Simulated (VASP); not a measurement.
GdO: single point with PBE

GdO:

```xyz
2
Lattice="2.8018 0.0000 0.0000 0.0000 2.8018 0.0000 0.0000 0.0000 2.8018" Properties=species:S:1:pos:R:3 pbc="T T T"
Gd    0.0000    0.0000    0.0000
O     1.4009    1.4009    1.4009
```

```json
{
 "Program": "VASP 6.6.1",
 "Task": "single point",
 "Functional": "PBE",
 "Potentials or basis": "VASP PAW PBE potentials, release 64 (Gd, O)",
 "Cutoff": "520 eV",
 "k mesh": "9 × 9 × 9",
 "Occupations": "gaussian, width 0.024 eV",
 "Spin": "collinear spin, ferromagnetic start",
 "Starting moments": "[7.0, 0.0] μB"
}
```

```yaml
Pressure: 48.9 GPa
Net_moment: 6.96 μB per cell
Site_moments: Gd +6.70; O +0.01 μB
Valence_electrons_inside_the_program's_atomic_spheres: Gd 15.66; O 5.07
```

Levels at points of the mesh, in eV from the Fermi level:
Spin up:
| k point | band 12 | band 13 | band 14 | band 15 | band 16 | band 17 | band 18 | band 19 | band 20 | band 21 |
| --- | --- | --- | --- | --- | --- | --- | --- | --- | --- | --- |
| (0.00, 0.00, 0.00) | -4.38 | -3.44 | -3.44 | -3.44 | -3.36 | -3.36 | 2.82 | 7.62 | 7.62 | 7.62 |
Spin down:
```
           k point  band 6  band 7  band 8  band 9  band 10  band 11
(0.00, 0.00, 0.00)   -4.67   -4.67   -4.67   -2.45    -2.45     0.47
```

Run time: 99 s on 1 thread of Intel Xeon 8259CL, with other jobs on the host, peak memory 0.18 GiB.

Caveat: the cell stands under pressure; spin-orbit coupling is left out, which moves the levels of the heavy elements; a cell with one magnetic atom can't hold antiferromagnetic order, which such compounds often take; semilocal functionals describe open f shells poorly, which spoils levels, moments and volumes. With open d or f shells a metallic result of PBE can be an artefact of self-interaction; +U or a hybrid may open a gap.
